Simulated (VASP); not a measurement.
Write the native input for VASP 6.6.1 that does the following.

| Property | Result |
| --- | --- |
| Task | single point |
| Functional | PBEsol |
| Potentials or basis | VASP PAW PBE potentials, release 64 (Mo_sv, S) |
| Cutoff | 520 eV |
| k mesh | 14 × 14 × 14 |
| Occupations | gaussian, width 0.05 eV |
| Spin | collinear spin |
| Starting moments | [3.5, 0.0] μB |
| Hubbard terms | Mo d U = 6.0 eV |
| Dipole correction | no |
| Further INCAR settings | ALGO = Normal; EDIFF = 1e-06; NBANDS = 21 |

The structure of MoS lies in POSCAR:

```
MoS
1.0
    2.9706444822      0.0000000000      0.0000000000
    0.0000000000      2.9706444822      0.0000000000
    0.0000000000      0.0000000000      2.9706444822
Mo S
1 1
Direct
    0.0000000000      0.0000000000      0.0000000000
    0.5000000000      0.5000000000      0.5000000000
```

The input as run:

INCAR

```
SYSTEM = MoS
PREC = Accurate
ENCUT = 520
EDIFF = 1E-6
ISMEAR = 0
SIGMA = 0.05
LREAL = .FALSE.
LASPH = .TRUE.
NELM = 150
ALGO = Normal
ISIF = 2
LWAVE = .FALSE.
LCHARG = .FALSE.
ISPIN = 2
MAGMOM = 3.5 0
LORBIT = 11
LMAXMIX = 4
LDAU = .TRUE.
LDAUTYPE = 2
LDAUL = 2 -1
LDAUU = 6 0
LDAUJ = 0 0
LDAUPRINT = 1
GGA = PS
NBANDS = 21
```

KPOINTS

```
regular mesh
0
G
  14 14 14
  0 0 0
```

Potentials or basis: VASP PAW PBE potentials, release 64 (Mo_sv, S).

Command:

```console
$ cat potpaw_PBE.64/Mo_sv/POTCAR potpaw_PBE.64/S/POTCAR > POTCAR
$ mpirun -np 1 vasp_std > vasp.out
```

It gave:

The pressure is 22.2 GPa. The net moment is 1.55 μB per cell. The site moments are Mo +1.59; S -0.18 μB and the valence electrons inside the program's atomic spheres are Mo 12.48; S 3.70.

Caveat: the cell stands under pressure; the PAW data sets were made with another functional, which shifts forces and pressure a little.

Wall time 2.3 min on 1 thread of Intel Xeon 8259CL, on a shared host, peak memory 0.23 GiB.
